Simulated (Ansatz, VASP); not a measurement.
Two plane-wave programs on SiO2

INCAR

```
SYSTEM = SiO2
ALGO = Normal
EDIFF = 1E-7
ENCUT = 520
ISIF = 2
ISMEAR = 0
LASPH = .TRUE.
LCHARG = .FALSE.
LREAL = .FALSE.
LWAVE = .FALSE.
NBANDS = 34
NELM = 80
PREC = Accurate
SIGMA = 0.05
```

File KPOINTS:

```
k-points
0
G
  6 6 4
  0 0 0
```

Contents of POSCAR:

```
SiO2
1.0
    4.8875374386      0.0000000000      0.0000000000
   -2.4437687193      4.2327315837      0.0000000000
    0.0000000000      0.0000000000      5.3591093439
Si O
3 6
Direct
    0.0000000000      0.5000000000      0.3333333333
    0.5000000000      0.5000000000      0.6666666667
    0.5000000000      0.0000000000      0.0000000000
    0.5843949021      0.7921974511      0.8333333333
    0.7921974511      0.5843949021      0.5000000000
    0.7921974511      0.2078025489      0.1666666667
    0.4156050979      0.2078025489      0.8333333333
    0.2078025489      0.4156050979      0.5000000000
    0.2078025489      0.7921974511      0.1666666667
```

Input for Ansatz:

```yaml
crystal:
  lattice:
    - [4.8875374386, 0.0, 0.0]
    - [-2.4437687193, 4.2327315837, 0.0]
    - [0.0, 0.0, 5.3591093439]
  atoms:
    - { symbol: Si, position: [0.0, 0.5, 0.3333333333] }
    - { symbol: Si, position: [0.5, 0.5, 0.6666666667] }
    - { symbol: Si, position: [0.5, 0.0, 0.0] }
    - { symbol: O, position: [0.5843949021, 0.7921974511, 0.8333333333] }
    - { symbol: O, position: [0.7921974511, 0.5843949021, 0.5] }
    - { symbol: O, position: [0.7921974511, 0.2078025489, 0.1666666667] }
    - { symbol: O, position: [0.4156050979, 0.2078025489, 0.8333333333] }
    - { symbol: O, position: [0.2078025489, 0.4156050979, 0.5] }
    - { symbol: O, position: [0.2078025489, 0.7921974511, 0.1666666667] }
basis:
  ecutwfc: 420
kpoints:
  mp_grid: { grid: [6, 6, 4] }
hamiltonian:
  xc: lda
scf:
  occupations: { method: gaussian, width: 0.05 }
output:
  forces: true
  stress: true
  eigenvalues: true
  write_density: true
  write_potential: true
  elf: true
  volumetric_format: npy
```

Change from the starting cell: strain -0.030 along x and y, -0.030 along z, atoms carried along.

Alike in both runs: task single point; functional LDA; k mesh 6 × 6 × 4; occupations gaussian, width 0.05 eV; no spin polarisation.

|  | VASP | Ansatz |
| --- | --- | --- |
| version | VASP 6.6.1 | Ansatz 0.2.0 |
| potentials or method | VASP PAW LDA potentials, release 64 (Si, O), cutoff 520 eV | scalar-relativistic, plane waves, PAW |
| valence electrons in the cell | 48 | 48 |

VASP gave:

* gap on the k mesh at the Fermi level (eV): 5.85
* least direct gap on the mesh (eV): 6.06
* pressure (GPa): 21.4
* traceless stress, the component that is largest in VASP (GPa): 0.15
* rms of the force components (eV/Å): 0.401

Problem. What did Ansatz give for the same quantities?

Solution. gap on the k mesh at the Fermi level (eV): 5.86; least direct gap on the mesh (eV): 6.07; pressure (GPa): 20.6; traceless stress, the component that is largest in VASP (GPa): 0.10; rms of the force components (eV/Å): 0.397.

LDA's correlation is that of Perdew and Zunger in VASP and of Perdew and Wang (1992) in Ansatz. Atom by atom the forces differ by 0.003 eV/Å (rms over components).
